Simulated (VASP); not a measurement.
Runs of VASP 6.6.1 on MgO (ae). The structure is that of space group Fm-3m (No. 225), or close to it. The cells are those of the table. 

| task | cell | gap on the mesh (eV) | pressure (GPa) |
| --- | --- | --- | --- |
| single point | a = 2.978 Å, angles 60.0°, 2 atoms | (b) | 3.8 |
| single point | a = 3.067 Å, angles 60.0°, 2 atoms | 3.92 | -8.7 |
| single point | a = 2.947 Å, angles 60.0°, 2 atoms | 5.05 | 9.4 |
| single point | a = 3.008 Å, angles 60.0°, 2 atoms | (a) | -1.1 |
| relaxation of cell and atoms | relaxed from a = 3.020 Å, angles 60.0°, 2 atoms | (c) | 0.0 |

Alike in all rows: level PBE; potentials or basis VASP PAW PBE potentials, release 64 (Mg, O); no spin polarisation; k mesh 10 × 10 × 10; cutoff (eV) 600; smearing gaussian 0.02 eV.

Task: Fill in the values left out.

Result: (a) 4.44; (b) 4.73; (c) 4.51.

